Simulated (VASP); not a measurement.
# AlN (P6_3mc) in VASP: single point with HSE06

Aim: the single point of AlN with HSE06.

Everything below comes from runs of VASP 6.6.1. Logs are shortened: lines on timing, memory, paths and dates and some standing lists are left out, and cuts for length are marked.

## 1. The cell of the first run

It takes space group P6_3mc (No. 186, hexagonal). The conventional cell has a = 3.130 Å, b = 3.130 Å, c = 4.981 Å, α = 90.00°, β = 90.00°, γ = 120.00°. Within 2.5 Å of Al (site symmetry 3m) lie 4 N at 1.90 to 1.91 Å. N (site symmetry 3m) has 4 Al at 1.90 to 1.91 Å within 2.5 Å.

## 2. Single point, HSE06

Contents of POSCAR:

```
AlN
1.0
    3.1296659992      0.0000000000      0.0000000000
   -1.5648329996      2.7103702607      0.0000000000
    0.0000000000      0.0000000000      4.9810000000
Al N
2 2
Direct
    0.3333333333      0.6666666667     -0.0004637159
    0.6666666667      0.3333333333      0.4995362841
    0.3333333333      0.6666666667      0.3824637159
    0.6666666667      0.3333333333      0.8824637159
```

Contents of INCAR.step1:

```
SYSTEM = AlN
PREC = Accurate ; ENCUT = 520
EDIFF = 1E-5 ; ISMEAR = 0
SIGMA = 0.03 ; LREAL = .FALSE.
LASPH = .TRUE. ; NELM = 60
ALGO = Normal ; ISIF = 2
LWAVE = .TRUE. ; LCHARG = .FALSE.
GGA = PE ; NBANDS = 16
```

Contents of INCAR.step2:

```
SYSTEM = AlN
PREC = Accurate ; ENCUT = 520
EDIFF = 1E-6 ; ISMEAR = 0
SIGMA = 0.03 ; LREAL = .FALSE.
LASPH = .TRUE. ; NELM = 60
ALGO = Normal ; ISIF = 2
LWAVE = .FALSE. ; LCHARG = .FALSE.
GGA = PE ; LHFCALC = .TRUE.
HFSCREEN = 0.2079 ; PRECFOCK = Normal
ISTART = 1 ; NBANDS = 16
```

Contents of KPOINTS:

```
Automatic mesh
0
G
  6 6 4
  0 0 0
```

Potentials or basis: VASP PAW PBE potentials, release 64 (Al, N).

Command:

```console
$ cat potpaw_PBE.64/Al/POTCAR potpaw_PBE.64/N/POTCAR > POTCAR
$ cp INCAR.step1 INCAR
$ mpirun -np 1 vasp_std > vasp.out
$ cp INCAR.step2 INCAR
$ mpirun -np 1 vasp_std > vasp.out
```

OUTCAR:

```text
SYSTEM = AlN
   PREC = Accurate
   ENCUT = 520
   EDIFF = 1E-6
   ISMEAR = 0
   LREAL = .FALSE.
   LASPH = .TRUE.
   NELM = 60
   ISIF = 2
   GGA = PE
   LHFCALC = .TRUE.
   HFSCREEN = 0.2079
   PRECFOCK = Normal
   ISTART = 1

 ion  position               nearest neighbor table
   1  0.333  0.667  1.000-   4 1.90   4 1.90   4 1.90   3 1.91   2 3.08   2 3.08   2 3.08   2 3.08
                             2 3.08   2 3.08
   2  0.667  0.333  0.500-   3 1.90   3 1.90   3 1.90   4 1.91   1 3.08   1 3.08   1 3.08   1 3.08
                             1 3.08   1 3.08
   3  0.333  0.667  0.382-   2 1.90   2 1.90   2 1.90   1 1.91
   4  0.667  0.333  0.882-   1 1.90   1 1.90   1 1.90   2 1.91

  LATTYP: Found a hexagonal cell.
 ALAT       =     3.1296659992
 C/A-ratio  =     1.5915436348

  Lattice vectors:

 A1 = (   3.1296659992,   0.0000000000,   0.0000000000)
 A2 = (  -1.5648329996,   2.7103702607,   0.0000000000)
 A3 = (   0.0000000000,   0.0000000000,   4.9810000000)

Analysis of symmetry for initial positions (statically):
=====================================================================
 Subroutine PRICEL returns:
 Original cell was already a primitive cell.

 Routine SETGRP: Setting up the symmetry group for a
 hexagonal supercell.

 Subroutine GETGRP returns: Found 12 space group operations
 (whereof  6 operations were pure point group operations)
 out of a pool of 24 trial point group operations.

The static configuration has the point symmetry C_3v.
 The point group associated with its full space group is C_6v.

Analysis of symmetry for dynamics (positions and initial velocities):
=====================================================================
 Subroutine PRICEL returns:
 Original cell was already a primitive cell.

 Routine SETGRP: Setting up the symmetry group for a
 hexagonal supercell.

 Subroutine GETGRP returns: Found 12 space group operations
 (whereof  6 operations were pure point group operations)
 out of a pool of 24 trial point group operations.

The dynamic configuration has the point symmetry C_3v.
 The point group associated with its full space group is C_6v.

 Subroutine INISYM returns: Found 12 space group operations
 (whereof  6 operations are pure point group operations),
 and found     1 'primitive' translations

----------------------------------------------------------------------------------------

                                     Primitive cell

  volume of cell :      42.2516

  direct lattice vectors                    reciprocal lattice vectors
     3.129665999  0.000000000  0.000000000     0.319522914  0.184476640  0.000000000
    -1.564833000  2.710370261  0.000000000     0.000000000  0.368953281  0.000000000
     0.000000000  0.000000000  4.981000000     0.000000000  0.000000000  0.200762899

  length of vectors
     3.129665999  3.129665999  4.981000000     0.368953281  0.368953281  0.200762899

  position of ions in fractional coordinates (direct lattice)
     0.333333333  0.666666667  0.999536284
     0.666666667  0.333333333  0.499536284
     0.333333333  0.666666667  0.382463716
     0.666666667  0.333333333  0.882463716

  ion indices of the primitive-cell ions
   primitive index   ion index
                 1           1
                 2           2
                 3           3
                 4           4

----------------------------------------------------------------------------------------

 KPOINTS: Automatic mesh

Automatic generation of k-mesh.
 Grid dimensions read from file:
 generate k-points for:    6    6    4

 Generating k-lattice:

  Cartesian coordinates                     Fractional coordinates (reciprocal lattice)
     0.053253819  0.030746107  0.000000000     0.166666667  0.000000000  0.000000000
     0.000000000  0.061492213  0.000000000     0.000000000  0.166666667  0.000000000
     0.000000000  0.000000000  0.050190725     0.000000000  0.000000000  0.250000000

  Length of vectors
     0.061492213  0.061492213  0.050190725

  Shift w.r.t. Gamma in fractional coordinates (k-lattice)
     0.000000000  0.000000000  0.000000000

 Subroutine IBZKPT returns following result:
 ===========================================

 Found     21 irreducible k-points:

 Following reciprocal coordinates:
            Coordinates               Weight
  0.000000  0.000000  0.000000      1.000000
  0.166667 -0.000000  0.000000      6.000000
  0.333333 -0.000000  0.000000      6.000000
  0.500000 -0.000000  0.000000      3.000000
  0.166667  0.166667  0.000000      6.000000
  0.333333  0.166667  0.000000     12.000000
[... 13 lines left out ...]
  0.333333  0.166667  0.500000     12.000000
  0.333333  0.333333  0.500000      2.000000
   k-points           NKPTS =     21   k-points in BZ     NKDIM =    144   number of bands    NBANDS=     16
   number of dos      NEDOS =    301   number of ions     NIONS =      4
   total plane-waves  NPLWV =  23040
   dimension x,y,z NGX =    24 NGY =   24 NGZ =   40
   dimension x,y,z NGXF=    48 NGYF=   48 NGZF=   80
   ions per type =               2   2
   NGX,Y,Z   is equivalent  to a cutoff of  12.75, 12.75, 13.35 a.u.
   NGXF,Y,Z  is equivalent  to a cutoff of  25.50, 25.50, 26.70 a.u.
 SYSTEM =  AlN
   PREC   = accura    normal or accurate (medium, high low for compatibility)
   ISTART =      1    job   : 0-new  1-cont  2-samecut
   ICHARG =      0    charge: 1-file 2-atom 10-const
   ISPIN  =      1    spin polarized calculation?
   LNONCOLLINEAR =      F non collinear calculations
   LSORBIT =      F    spin-orbit coupling
   LASPH  =      T    aspherical Exc in radial PAW
   ENCUT  =  520.0 eV  38.22 Ry    6.18 a.u.   5.82  5.82  9.26*2*pi/ulx,y,z
   NELM   =     60;   NELMIN=  2; NELMDL=  0     # of ELM steps
   EDIFF  = 0.1E-05   stopping-criterion for ELM
   LREAL  =      F    real-space projection
   EDIFFG = 0.1E-04   stopping-criterion for IOM
   NSW    =      0    number of steps for IOM
   IBRION =     -1    ionic relax: 0-MD 1-quasi-New 2-CG
   NFREE  =      0    steps in history (QN), initial steepest desc. (CG)
   ISIF   =      2    stress and relaxation
   ISYM   =      3    0-nonsym 1-usesym 2-fastsym
   POTIM  = 0.5000    time-step for ionic-motion
   TEBEG  =    0.0;   TEEND  =   0.0 temperature during run
   PSTRESS=    0.0 pullay stress
   NELECT =      16.0000    total number of electrons
   NUPDOWN=      -1.0000    fix difference up-down
   EMIN   =  10.00;   EMAX   =-10.00  energy-range for DOS
   EFERMI =   0.00;   METHOD = LEGACY
   ISMEAR =     0;   SIGMA  =   0.03  broadening in eV -4-tet -1-fermi 0-gaus
   EFERMI_NEDOS =   21; number of points for ismear=-14 and -15
   IALGO  =     38    algorithm
   IMIX   =      1    mixing-type and parameters
     AMIX     =   0.40;   BMIX     =  1.00
     AMIX_MAG =   1.60;   BMIX_MAG =  1.00
  volume/ion in A,a.u.               =      10.56        71.28
  Fermi-wavevector in a.u.,A,eV,Ry     =   1.184406  2.238202 19.086478  1.402817
  Thomas-Fermi vector in A             =   2.320620
   LORBIT       =      0    0 simple, 1 ext, 2 COOP (PROOUT), +10 PAW based schemes
   GGA     = PE    functional components
   LHFCALC =     T    Hartree Fock is set to
   PRECFOCK=normal    Normal, Fast or Accurate (Low or Medium for compatibility)
   ENCUT4O =  -1.0   cutoff for four orbital integrals eV
   NKREDX  =     1    reduce k-point grid by
   NKREDY  =     1    reduce k-point grid by
   NKREDZ  =     1    reduce k-point grid by
   AEXX    =    0.2500 exact exchange contribution
   HFSCREEN=    0.2079 screening length (either q_TF or 0.3 A-1)
   HFSCREENC=   0.2079 screening length for correlation (either q_TF or 0.3 A-1)
   ENCUTFOCK=  -1.0 apply spherical cutoff to Coloumb kernel
   IVDW    =     0    specifies the selected vdW correction
   LEPSILON=     F    determine dielectric tensor
   LRPA    =     F    only Hartree local field effects (RPA)
 non-spin polarized calculation
 Gauss-broadening in eV      SIGMA  =   0.03
  energy-cutoff  :      520.00
  volume of cell :       42.25
 maximum number of plane-waves:      1158
 NGX is ok and might be reduce to    24
  NGX = 18; NGY = 18; NGZ = 28

 number of electron      15.9999998 magnetization

 Free energy of the ion-electron system (eV)
  ---------------------------------------------------
  ext. energy  EPLUGINS =         0.00000000
  ---------------------------------------------------
  free energy    TOTEN  =       -34.88431545 eV

  energy without entropy =      -34.88431545  energy(sigma->0) =      -34.88431545

 E-fermi :   5.3231     XC(G=0):  -8.9567

 val. band max:        5.1805606577   @ k =   0.0000   0.0000   0.0000
 cond. band min:      10.5892727190   @ k =   0.0000   0.0000   0.0000
 fundamental gap:      5.4087120614
 Fermi energy:         5.3230644169

 k-point     1 :       0.0000    0.0000    0.0000
  band No.  band energies     occupation
      1     -11.4920      2.00000
      2      -9.2149      2.00000
      3      -1.2880      2.00000
      4       4.1543      2.00000
      5       4.1543      2.00000
      6       4.8947      2.00000
[... 8 lines left out ...]
     15      19.8612      0.00000
     16      19.9265      0.00000

 k-point     2 :       0.1667   -0.0000    0.0000
  band No.  band energies     occupation
      1     -11.1274      2.00000
      2      -9.0217      2.00000
      3      -0.8396      2.00000
      4       2.6629      2.00000
      5       3.5427      2.00000
      6       3.7325      2.00000
[... 8 lines left out ...]
     15      19.1700      0.00000
     16      19.5251      0.00000

 k-point     3 :       0.3333   -0.0000    0.0000
  band No.  band energies     occupation
      1     -10.1895      2.00000
      2      -8.6846      2.00000
      3       0.2826      2.00000
      4       0.3996      2.00000
      5       1.5664      2.00000
      6       3.0918      2.00000
[... 8 lines left out ...]
     15      18.9479      0.00000
     16      21.2738      0.00000
[... 305 lines left out ...]
 k-point    20 :       0.3333    0.1667    0.5000
  band No.  band energies     occupation
      1      -9.0602      2.00000
      2      -9.0602      2.00000
      3      -0.4269      2.00000
      4      -0.4269      2.00000
      5       2.3094      2.00000
      6       2.3094      2.00000
[... 8 lines left out ...]
     15      20.2948      0.00000
     16      20.2948      0.00000

 k-point    21 :       0.3333    0.3333    0.5000
  band No.  band energies     occupation
      1      -8.8290      2.00000
      2      -8.8290      2.00000
      3      -0.1009      2.00000
      4      -0.1009      2.00000
      5       1.0121      2.00000
      6       1.0121      2.00000
[... 8 lines left out ...]
     15      20.5712      0.00000
     16      20.5712      0.00000

------------------------ aborting loop because EDIFF is reached ----------------------------------------

  FORCE on cell =-STRESS in cart. coord.  units (eV):
  Direction    XX          YY          ZZ          XY          YZ          ZX
  --------------------------------------------------------------------------------------
  -------------------------------------------------------------------------------------
  Total       -1.2295276     -1.2295276     -0.7081585      0.0000000      0.0000000     -0.0000000
  in kB      -46.6235914    -46.6235914    -26.8533159      0.0000000      0.0000000     -0.0000000
  external PRESSURE =     -40.0334996 kB  Pullay stress =       0.0000000 kB

 VOLUME and BASIS-vectors are now :
 -----------------------------------------------------------------------------
  energy-cutoff  :      520.00
  volume of cell :       42.25
      direct lattice vectors                 reciprocal lattice vectors
     3.129665999  0.000000000  0.000000000     0.319522914  0.184476640  0.000000000
    -1.564833000  2.710370261  0.000000000     0.000000000  0.368953281  0.000000000
     0.000000000  0.000000000  4.981000000     0.000000000  0.000000000  0.200762899

 POSITION                                       TOTAL-FORCE (eV/Angst)
 -----------------------------------------------------------------------------------
     -0.00000      1.80691      4.97869         0.000000     -0.000000      0.006890
      1.56483      0.90346      2.48819        -0.000000      0.000000      0.006890
     -0.00000      1.80691      1.90505        -0.000000      0.000000     -0.006890
      1.56483      0.90346      4.39555         0.000000     -0.000000     -0.006890
 -----------------------------------------------------------------------------------
    total drift:                                0.000000      0.000000      0.000099

  FREE ENERGIE OF THE ION-ELECTRON SYSTEM (eV)
  ---------------------------------------------------
  free  energy   TOTEN  =       -34.8843154532 eV

  energy  without entropy=      -34.8843154532  energy(sigma->0) =      -34.88431545
```

Run time: 27 min. Hardware: 1 thread of Intel Xeon Platinum 8259CL at 2.50GHz (Skylake/Cascade Lake), shared host; peak memory 0.26 GiB.

Results:

| Quantity | Value |
| --- | --- |
| Free energy | -34.8843 eV |
| Pressure | -4.0 GPa |
| Largest force | 0.007 eV/Å |
| Band gap on the k mesh | 5.41 eV |

Forces on the atoms (eV/Å):
```
Al   0.000  0.000  0.007
Al   0.000  0.000  0.007
N    0.000  0.000 -0.007
N    0.000  0.000 -0.007
```

Caveat: the cell stands under tension; the PAW data sets were made with another functional, which shifts forces and pressure a little.
